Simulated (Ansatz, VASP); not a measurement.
**One calculation of Al7Si, two programs**

```
CELL_PARAMETERS angstrom
0.00000 4.09743 4.09743
4.09743 0.00000 4.09743
4.09743 4.09743 0.00000
ATOMIC_POSITIONS crystal
Al 0.00000 0.00000 0.50000
Al 0.00000 0.50000 0.00000
Al 0.00000 0.50000 0.50000
Al 0.50000 0.00000 0.00000
Al 0.50000 0.00000 0.50000
Al 0.50000 0.50000 0.00000
Al 0.50000 0.50000 0.50000
Si 0.00000 0.00000 0.00000
```

Alike in both runs: task single point; functional PBE; k mesh 8 × 8 × 8; occupations gaussian, width 0.1 eV; no spin polarisation.

```csv
,VASP,Ansatz
version,VASP 6.6.1,Ansatz 0.2.0
potentials or method,"VASP PAW PBE potentials, release 64 (Al, Si), cutoff 520 eV","scalar-relativistic, plane waves, PAW"
valence electrons in the cell,25,25
```

|  | VASP | Ansatz | Ansatz less VASP |
| --- | --- | --- | --- |
| gap on the k mesh at the Fermi level (eV) | none | none | - |
| pressure (GPa) | -3.9 | -3.9 | +0.03 |

A gap of «none» marks a metal or a gap that the smearing closes.
